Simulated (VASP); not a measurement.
# Ti (P-3m1) in VASP: electric field gradients with PBE

Aim: the electric field gradients of Ti with PBE.

All numbers are computed with VASP 6.6.1; they aren't measurements. Logs are shortened: lines on timing, memory, paths and dates and some standing lists are left out, and cuts for length are marked.

## 1. The cell of the first run

Symmetry: P-3m1, No. 164, trigonal system. The conventional cell has a = 2.938 Å, b = 2.938 Å, c = 4.653 Å, α = 90.00°, β = 90.00°, γ = 120.00°. Ti (site symmetry 3m) has 12 Ti at 2.86 to 2.94 Å within 3.8 Å.

## 2. Electric field gradients, PBE (atom 1 (Ti) moved by [0.0, 0.0, 0.03] A)

Contents of INCAR:

```
PREC = Accurate
ENCUT = 520
EDIFF = 1E-8
ISMEAR = -1
SIGMA = 0.05
LREAL = False
LASPH = True
NELM = 60
ALGO = Normal
ISIF = 2
LWAVE = False
LCHARG = False
GGA = PE
LEFG = True
NBANDS = 19
```

Contents of KPOINTS:

```
Automatic mesh
0
Gamma
  13 13 7
```

Contents of POSCAR:

```
Ti
1.0
    2.9384094506      0.0000000000      0.0000000000
   -1.4692047253      2.5447372309      0.0000000000
    0.0000000000      0.0000000000      4.6529805423
Ti
2
Direct
    0.3333333333      0.6666666667      0.2564474802
    0.6666666667      0.3333333333      0.7500000000
```

Potentials or basis: VASP PAW PBE potentials, release 64 (Ti_sv).

The run is started by

```console
> cat potpaw_PBE.64/Ti_sv/POTCAR > POTCAR
> mpirun -np 1 vasp_std > vasp.out
```

OUTCAR:

```text
PREC = Accurate
   ENCUT = 520
   EDIFF = 1E-8
   ISMEAR = -1
   LREAL = False
   LASPH = True
   NELM = 60
   ISIF = 2
   GGA = PE

 ion  position               nearest neighbor table
   1  0.333  0.667  0.256-   2 2.86   2 2.86   2 2.86   2 2.90   2 2.90   2 2.90
   2  0.667  0.333  0.750-   1 2.86   1 2.86   1 2.86   1 2.90   1 2.90   1 2.90

  LATTYP: Found a hexagonal cell.
 ALAT       =     2.9384094506
 C/A-ratio  =     1.5835031232

  Lattice vectors:

 A1 = (   2.9384094506,   0.0000000000,   0.0000000000)
 A2 = (  -1.4692047253,   2.5447372309,   0.0000000000)
 A3 = (   0.0000000000,   0.0000000000,   4.6529805423)

Analysis of symmetry for initial positions (statically):
=====================================================================
 Subroutine PRICEL returns:
 Original cell was already a primitive cell.

 Routine SETGRP: Setting up the symmetry group for a
 hexagonal supercell.

 Subroutine GETGRP returns: Found 12 space group operations
 (whereof  6 operations were pure point group operations)
 out of a pool of 24 trial point group operations.

The static configuration has the point symmetry C_3v.
 The point group associated with its full space group is D_3d.

Analysis of symmetry for dynamics (positions and initial velocities):
=====================================================================
 Subroutine PRICEL returns:
 Original cell was already a primitive cell.

 Routine SETGRP: Setting up the symmetry group for a
 hexagonal supercell.

 Subroutine GETGRP returns: Found 12 space group operations
 (whereof  6 operations were pure point group operations)
 out of a pool of 24 trial point group operations.

The dynamic configuration has the point symmetry C_3v.
 The point group associated with its full space group is D_3d.

 Subroutine INISYM returns: Found 12 space group operations
 (whereof  6 operations are pure point group operations),
 and found     1 'primitive' translations

----------------------------------------------------------------------------------------

                                     Primitive cell

  volume of cell :      34.7926

  direct lattice vectors                    reciprocal lattice vectors
     2.938409451  0.000000000  0.000000000     0.340320169  0.196483941  0.000000000
    -1.469204725  2.544737231  0.000000000     0.000000000  0.392967882  0.000000000
     0.000000000  0.000000000  4.652980542     0.000000000  0.000000000  0.214916007

  length of vectors
     2.938409451  2.938409451  4.652980542     0.392967882  0.392967882  0.214916007

  position of ions in fractional coordinates (direct lattice)
     0.333333333  0.666666667  0.256447480
     0.666666667  0.333333333  0.750000000

  ion indices of the primitive-cell ions
   primitive index   ion index
                 1           1
                 2           2

----------------------------------------------------------------------------------------

 KPOINTS: Automatic mesh

Automatic generation of k-mesh.
 Grid dimensions read from file:
 generate k-points for:   13   13    7

 Generating k-lattice:

  Cartesian coordinates                     Fractional coordinates (reciprocal lattice)
     0.026178475  0.015114149  0.000000000     0.076923077  0.000000000  0.000000000
     0.000000000  0.030228299  0.000000000     0.000000000  0.076923077  0.000000000
     0.000000000  0.000000000  0.030702287     0.000000000  0.000000000  0.142857143

  Length of vectors
     0.030228299  0.030228299  0.030702287

  Shift w.r.t. Gamma in fractional coordinates (k-lattice)
     0.000000000  0.000000000  0.000000000

 Subroutine IBZKPT returns following result:
 ===========================================

 Found    126 irreducible k-points:

 Following reciprocal coordinates:
            Coordinates               Weight
  0.000000  0.000000  0.000000      1.000000
  0.076923  0.000000  0.000000      6.000000
  0.153846  0.000000  0.000000      6.000000
  0.230769  0.000000  0.000000      6.000000
  0.307692  0.000000  0.000000      6.000000
  0.384615  0.000000  0.000000      6.000000
[... 16 lines left out ...]
  0.076923  0.000000  0.142857      6.000000
  0.000000  0.076923  0.142857      6.000000
 [... further k-points ...]
   k-points           NKPTS =    126   k-points in BZ     NKDIM =    126   number of bands    NBANDS=     19
   number of dos      NEDOS =    301   number of ions     NIONS =      2
   total plane-waves  NPLWV =  20736
   dimension x,y,z NGX =    24 NGY =   24 NGZ =   36
   dimension x,y,z NGXF=    48 NGYF=   48 NGZF=   72
   ions per type =               2
   NGX,Y,Z   is equivalent  to a cutoff of  13.58, 13.58, 12.86 a.u.
   NGXF,Y,Z  is equivalent  to a cutoff of  27.16, 27.16, 25.72 a.u.
 SYSTEM =  unknown system
   PREC   = accura    normal or accurate (medium, high low for compatibility)
   ISTART =      0    job   : 0-new  1-cont  2-samecut
   ICHARG =      2    charge: 1-file 2-atom 10-const
   ISPIN  =      1    spin polarized calculation?
   LNONCOLLINEAR =      F non collinear calculations
   LSORBIT =      F    spin-orbit coupling
   LASPH  =      T    aspherical Exc in radial PAW
   ENCUT  =  520.0 eV  38.22 Ry    6.18 a.u.   5.46  5.46  8.65*2*pi/ulx,y,z
   NELM   =     60;   NELMIN=  2; NELMDL= -5     # of ELM steps
   EDIFF  = 0.1E-07   stopping-criterion for ELM
   LREAL  =      F    real-space projection
   EDIFFG = 0.1E-06   stopping-criterion for IOM
   NSW    =      0    number of steps for IOM
   IBRION =     -1    ionic relax: 0-MD 1-quasi-New 2-CG
   NFREE  =      0    steps in history (QN), initial steepest desc. (CG)
   ISIF   =      2    stress and relaxation
   ISYM   =      2    0-nonsym 1-usesym 2-fastsym
   POTIM  = 0.5000    time-step for ionic-motion
   TEBEG  =    0.0;   TEEND  =   0.0 temperature during run
   PSTRESS=    0.0 pullay stress
   NELECT =      24.0000    total number of electrons
   NUPDOWN=      -1.0000    fix difference up-down
   EMIN   =  10.00;   EMAX   =-10.00  energy-range for DOS
   EFERMI =   0.00;   METHOD = LEGACY
   ISMEAR =    -1;   SIGMA  =   0.05  broadening in eV -4-tet -1-fermi 0-gaus
   EFERMI_NEDOS =   21; number of points for ismear=-14 and -15
   IALGO  =     38    algorithm
   IMIX   =      4    mixing-type and parameters
     AMIX     =   0.40;   BMIX     =  1.00
     AMIX_MAG =   1.60;   BMIX_MAG =  1.00
  volume/ion in A,a.u.               =      17.40       117.40
  Fermi-wavevector in a.u.,A,eV,Ry     =   1.446493  2.733476 28.468051  2.092343
  Thomas-Fermi vector in A             =   2.564555
   LORBIT       =      0    0 simple, 1 ext, 2 COOP (PROOUT), +10 PAW based schemes
   GGA     = PE    functional components
   LHFCALC =     F    Hartree Fock is set to
   AEXX    =    0.0000 exact exchange contribution
   IVDW    =     0    specifies the selected vdW correction
   LEPSILON=     F    determine dielectric tensor
   LRPA    =     F    only Hartree local field effects (RPA)
 non-spin polarized calculation
  energy-cutoff  :      520.00
  volume of cell :       34.79
 maximum number of plane-waves:       965
 NGX is ok and might be reduce to    24
   NGX = 11   NGY = 11   NGZ = 17

 number of electron      23.9999996 magnetization

 Free energy of the ion-electron system (eV)
  ---------------------------------------------------
  ext. energy  EPLUGINS =         0.00000000
  ---------------------------------------------------
  free energy    TOTEN  =       -15.67866669 eV

  energy without entropy =      -15.66072611  energy(sigma->0) =      -15.66969640

 E-fermi :   8.3269     XC(G=0): -11.4895

 val. band max:        8.3244910695   @ k =   0.3077   0.2308   0.4286
 cond. band min:       8.3398099167   @ k =   0.0769   0.0769   0.4286
 fundamental gap:      0.0153188472
 Fermi energy:         8.3268753654

 k-point     1 :       0.0000    0.0000    0.0000
  band No.  band energies     occupation
      1     -48.5451      2.00000
      2     -48.4085      2.00000
      3     -25.1320      2.00000
      4     -24.4912      2.00000
      5     -24.4912      2.00000
      6     -24.4263      2.00000
[... 11 lines left out ...]
     18       9.9445      0.00000
     19      11.4650      0.00000

 k-point     2 :       0.0769    0.0000    0.0000
  band No.  band energies     occupation
      1     -48.5393      2.00000
      2     -48.4062      2.00000
      3     -25.1191      2.00000
      4     -24.5177      2.00000
      5     -24.5000      2.00000
      6     -24.4316      2.00000
[... 11 lines left out ...]
     18       9.8603      0.00000
     19      11.5141      0.00000

 k-point     3 :       0.1538    0.0000    0.0000
  band No.  band energies     occupation
      1     -48.5230      2.00000
      2     -48.4002      2.00000
      3     -25.0820      2.00000
      4     -24.5914      2.00000
      5     -24.5239      2.00000
      6     -24.4927      2.00000
[... 11 lines left out ...]
     18       9.9961      0.00000
     19      11.6218      0.00000

 k-point     4 :       0.2308    0.0000    0.0000
  band No.  band energies     occupation
      1     -48.4991      2.00000
      2     -48.3926      2.00000
      3     -25.0253      2.00000
      4     -24.6962      2.00000
      5     -24.5949      2.00000
      6     -24.5562      2.00000
[... 11 lines left out ...]
     18      10.4404      0.00000
     19      11.7295      0.00000

 k-point     5 :       0.3077    0.0000    0.0000
  band No.  band energies     occupation
      1     -48.4720      2.00000
      2     -48.3861      2.00000
      3     -24.9568      2.00000
      4     -24.8081      2.00000
      5     -24.6995      2.00000
      6     -24.5893      2.00000
[... 11 lines left out ...]
     18      10.9659      0.00000
     19      11.8096      0.00000
[... 334 lines left out ...]
      2     -48.3915      2.00000
      3     -24.8759      2.00000
      4     -24.7813      2.00000
      5     -24.7577      2.00000
      6     -24.7248      2.00000
[... 11 lines left out ...]
     18      11.6164      0.00000
     19      13.7902      0.00000

 k-point    22 :       0.0000    0.0000    0.1429
  band No.  band energies     occupation
      1     -48.5384      2.00000
      2     -48.4153      2.00000
      3     -25.0985      2.00000
      4     -24.4862      2.00000
      5     -24.4862      2.00000
      6     -24.4624      2.00000
[... 11 lines left out ...]
     18      10.1269      0.00000
     19      11.4737      0.00000

 k-point    23 :       0.0769    0.0000    0.1429
  band No.  band energies     occupation
      1     -48.5328      2.00000
      2     -48.4128      2.00000
      3     -25.0872      2.00000
      4     -24.5119      2.00000
      5     -24.4949      2.00000
      6     -24.4764      2.00000
[... 11 lines left out ...]
     18      10.0821      0.00000
     19      11.5144      0.00000

 k-point    24 :       0.0000    0.0769    0.1429
  band No.  band energies     occupation
      1     -48.5328      2.00000
      2     -48.4128      2.00000
      3     -25.0872      2.00000
      4     -24.5130      2.00000
      5     -24.4948      2.00000
      6     -24.4748      2.00000
[... 11 lines left out ...]
     18      10.0862      0.00000
     19      11.5127      0.00000

 [... further k-points ...]
[... 5 lines left out ...]
  --------------------------------------------------------------------------------------
  -------------------------------------------------------------------------------------
  Total       -0.0544498     -0.0544498     -0.0469160      0.0000000     -0.0000000     -0.0000000
  in kB       -2.5073804     -2.5073804     -2.1604536      0.0000000     -0.0000000     -0.0000000
  external PRESSURE =      -2.3917381 kB  Pullay stress =       0.0000000 kB

 VOLUME and BASIS-vectors are now :
 -----------------------------------------------------------------------------
  energy-cutoff  :      520.00
  volume of cell :       34.79
      direct lattice vectors                 reciprocal lattice vectors
     2.938409451  0.000000000  0.000000000     0.340320169  0.196483941  0.000000000
    -1.469204725  2.544737231  0.000000000     0.000000000  0.392967882  0.000000000
     0.000000000  0.000000000  4.652980542     0.000000000  0.000000000  0.214916007

 POSITION                                       TOTAL-FORCE (eV/Angst)
 -----------------------------------------------------------------------------------
     -0.00000      1.69649      1.19325         0.000000     -0.000000     -0.085148
      1.46920      0.84825      3.48974        -0.000000      0.000000      0.085148
 -----------------------------------------------------------------------------------
    total drift:                                0.000000     -0.000000      0.000007

  FREE ENERGIE OF THE ION-ELECTRON SYSTEM (eV)
  ---------------------------------------------------
  free  energy   TOTEN  =       -15.6786666938 eV

  energy  without entropy=      -15.6607261075  energy(sigma->0) =      -15.66969640

 Electric field gradients (V/A^2)
---------------------------------------------------------------------
 ion       V_xx      V_yy      V_zz      V_xy      V_xz      V_yz
---------------------------------------------------------------------
   1      -8.935    -8.935    17.871     0.000     0.000    -0.000
   2      -8.935    -8.934    17.869     0.000    -0.000     0.000
---------------------------------------------------------------------

 Electric field gradients after diagonalization (V/A^2)
 (convention: |V_zz| > |V_xx| > |V_yy|)
----------------------------------------------------------------------
 ion       V_xx      V_yy      V_zz     asymmetry (V_yy - V_xx)/ V_zz
----------------------------------------------------------------------
   1      -8.935    -8.935    17.871       0.000
   2      -8.935    -8.934    17.869       0.000
----------------------------------------------------------------------

           NMR quadrupolar parameters

 Cq : quadrupolar parameter    Cq=e*Q*V_zz/h
 eta: asymmetry parameters     (V_yy - V_xx)/ V_zz
 Q  : nuclear electric quadrupole moment in mb (millibarn)
----------------------------------------------------------------------
 ion       Cq(MHz)       eta       Q (mb)
----------------------------------------------------------------------
   1       0.043       0.000       1.000
   2       0.043       0.000       1.000
----------------------------------------------------------------------
```

Wall time 43 s (1 thread of Intel Xeon Platinum 8488C (Sapphire Rapids), shared host); peak memory 0.2 GiB.

What came out:

- Free energy: -15.6787 eV
- Pressure: -0.2 GPa
- Largest force: 0.085 eV/Å
- Band gap on the k mesh: zero (band 12 reaches 9.09 eV, above the bottom of band 13 at 7.99 eV)

Forces in eV/Å, atoms in the order of the input:
```
Ti   0.000  0.000 -0.085
Ti   0.000  0.000  0.085
```

Electric field gradients, principal values (V/Å²):
```csv
atom,least,middle,greatest (by size)
1 Ti,-8.935,-8.935,17.871
2 Ti,-8.934,-8.935,17.869
```

Caveat: the cell differs from its parent crystal (atom 1 (Ti) moved by [0.0, 0.0, 0.03] A); without QUAD_EFG the Cq values of the log hold for a quadrupole moment of 1 mb, not for the nuclei.
